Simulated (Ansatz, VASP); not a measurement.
**PbSe in VASP and in Ansatz**

```
Pb Se
1.0
     0.00000    3.05152    3.05152
     3.05152    0.00000    3.05152
     3.05152    3.05152    0.00000
Pb Se
1 1
Cartesian
  0.0000 0.0000 0.0000
  3.0515 3.0515 3.0515
```

Alike in both runs: functional PBEsol; k mesh 10 × 10 × 10; occupations gaussian, width 0.01 eV; no spin polarisation.

Ansatz relaxed the structure, and its values are those at the end. VASP's run is a single point on that final structure, the one shown.

|  | VASP | Ansatz |
| --- | --- | --- |
| version | VASP 6.6.1 | Ansatz 0.2.0 |
| potentials or method | VASP PAW PBE potentials, release 64 (Pb_d, Se), cutoff 520 eV | scalar-relativistic, plane waves, PAW |
| valence electrons in the cell | 20 | 30 |

```tsv
	VASP	Ansatz	Ansatz less VASP
gap on the k mesh at the Fermi level (eV)	0.17	0.17	-0.003
least direct gap on the mesh (eV)	0.17	0.17	-0.003
pressure (GPa)	0.0	0.0	0.00
```

VASP's potentials were made for PBE, not for PBEsol. With one functional, cell and mesh, what is left measures potentials, basis and numerics. VASP's potentials hold 20 valence electrons a cell and Ansatz's 30, so a difference there can come from the potentials and not from the codes.

Neither program's run includes spin-orbit coupling.
